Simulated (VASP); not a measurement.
Write the native input for VASP 6.6.1 that does the following.

| Quantity | Value |
| --- | --- |
| Task | single point |
| Functional | PBE |
| Potentials or basis | VASP PAW PBE potentials, release 64 (Hf_pv, C) |
| Cutoff | 520 eV |
| k mesh | 18 × 18 × 18 |
| Occupations | gaussian, width 0.15 eV |
| Spin | no spin polarisation |
| Dipole correction | no |
| Further INCAR settings | ALGO = Normal; EDIFF = 1e-06; NBANDS = 14 |

The structure of HfC lies in POSCAR:

```
HfC
1.0
    0.0000000000      2.3250000000      2.3250000000
    2.3250000000      0.0000000000      2.3250000000
    2.3250000000      2.3250000000      0.0000000000
Hf C
1 1
Direct
    0.5000000000      0.5000000000      0.5000000000
   -0.0967741935     -0.0967741935      0.0283445050
```

This cell differs from its parent crystal: atom 2 (C) moved by (-0.225, -0.450) A along [1 1 0] and z.

The input as run:

INCAR

```
PREC = Accurate
ENCUT = 520
EDIFF = 1E-6
ISMEAR = 0
SIGMA = 0.15
LREAL = F
LASPH = T
NELM = 100
ALGO = Normal
ISIF = 2
LWAVE = F
LCHARG = F
GGA = PE
NBANDS = 14
```

KPOINTS

```
regular mesh
0
Gamma
  18 18 18
```

Potentials or basis: VASP PAW PBE potentials, release 64 (Hf_pv, C).

Command:

```console
$ cat potpaw_PBE.64/Hf_pv/POTCAR potpaw_PBE.64/C/POTCAR > POTCAR
$ mpirun -np 1 vasp_std > vasp.out
```

Results of the run:

```yaml
Pressure: 24.5 GPa
Largest_force: 6.442 eV/Å
Band_gap_on_the_k_mesh: 0.51 eV (least direct gap 0.93 eV)
```

Caveat: the cell differs from its parent crystal (atom 2 (C) moved by (-0.225, -0.450) A along [1 1 0] and z); the stress differs along the axes, from 4 to 65 GPa; spin-orbit coupling is left out, which moves the levels of the heavy elements; forces of over 1 eV/Å act on the atoms, so gaps and moduli don't describe the material at rest.

Run time: 2.9 min on 1 thread of AMD EPYC 9R45 96-Core Processor (Zen 5), with other jobs on the host, peak memory 0.59 GiB.
